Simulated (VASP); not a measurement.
Write the native input for VASP 6.6.1 that does the following.

| Property | Result |
| --- | --- |
| Task | single point |
| Functional | PBE |
| Potentials or basis | VASP PAW PBE potentials, release 64 (Y_sv) |
| Cutoff | 520 eV |
| k mesh | 6 × 6 × 4 |
| Occupations | gaussian, width 0.1 eV |
| Spin | no spin polarisation |
| Dipole correction | no |
| Further INCAR settings | ALGO = Normal; EDIFF = 1e-06; NBANDS = 18 |

The structure of Y lies in POSCAR:

```
Y
1.0
    1.7379709465     -5.5919646598      0.0000000000
    1.7379709465      5.5919646598      0.0000000000
    0.0000000000      0.0000000000      3.4597919619
Y
2
Direct
    0.8641459302      0.1358540698      0.2500000000
    0.1358540698      0.8641459302      0.7500000000
```

The input as run:

INCAR

```
SYSTEM = Y
PREC     = Accurate       ! precision mode
ENCUT    = 520            ! plane-wave cutoff, eV
EDIFF    = 1E-6           ! SCF threshold, eV
ISMEAR   = 0              ! smearing method
SIGMA    = 0.1            ! smearing width, eV
LREAL    = .FALSE.        ! projectors in reciprocal space
LASPH    = .TRUE.         ! aspherical terms in the spheres
NELM     = 60             ! most SCF steps
ALGO     = Normal         ! electronic algorithm
ISIF     = 2              ! what is computed and relaxed
LWAVE    = .FALSE.        ! write WAVECAR
LCHARG   = .TRUE.         ! write CHGCAR
GGA      = PE             ! functional
LELF     = .TRUE.         ! ELF
LVHAR    = .TRUE.       
NBANDS   = 18             ! bands
```

KPOINTS

```
Automatic mesh
0
G
  6 6 4
  0 0 0
```

Potentials or basis: VASP PAW PBE potentials, release 64 (Y_sv).

The run is started by

```sh
$ cat potpaw_PBE.64/Y_sv/POTCAR > POTCAR
$ mpirun -np 1 vasp_std > vasp.out
```

It gave:

```
Pressure               : -0.1 GPa
Largest force          : 0.029 eV/Å
Band gap on the k mesh : zero (bands 11 and 12 overlap by 1.07 eV)
```

Caveat: the k points lie up to 0.45 Å⁻¹ apart, too coarse for converged energies and pressures of a metal.

It took 33 s on 1 thread of Intel(R) Xeon(R) 6975P-C (Granite Rapids), on a shared host, peak memory 0.28 GiB.
